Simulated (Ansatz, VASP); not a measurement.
## P: VASP beside Ansatz

```
CELL_PARAMETERS angstrom
-3.93905 3.93905 3.21916
3.93905 -3.93905 3.21916
3.93905 3.93905 -3.21916
ATOMIC_POSITIONS crystal
P 0.27679 0.40717 0.75050
P 0.65667 0.52629 0.24950
P 0.27629 0.90667 0.74950
P 0.15717 0.52679 0.25050
P 0.09333 0.84283 0.36962
P 0.47321 0.72371 0.63038
P 0.59283 0.34333 0.86962
P 0.47371 0.72321 0.13038
```

Alike in both runs: functional PBE; k mesh 6 × 6 × 6; occupations gaussian, width 0.02 eV; no spin polarisation.

Ansatz relaxed the structure, and its values are those at the end. VASP's run is a single point on that final structure, the one shown.

```csv
,VASP,Ansatz
version,VASP 6.6.1,Ansatz 0.2.0
potentials or method,"VASP PAW PBE potentials, release 64 (P), cutoff 520 eV","scalar-relativistic, plane waves, PAW"
valence electrons in the cell,40,40
```

VASP gave:

```
gap on the k mesh at the Fermi level (eV) : 1.63
least direct gap on the mesh (eV)         : 1.71
pressure (GPa)                            : -0.2
rms of the force components (eV/Å)        : 0.037
```

What did Ansatz give for the same quantities?

gap on the k mesh at the Fermi level (eV): 1.60; least direct gap on the mesh (eV): 1.68; pressure (GPa): 0.0; rms of the force components (eV/Å): 0.002.

The functional is the same, so the differences come from potentials, cutoffs and numerics.
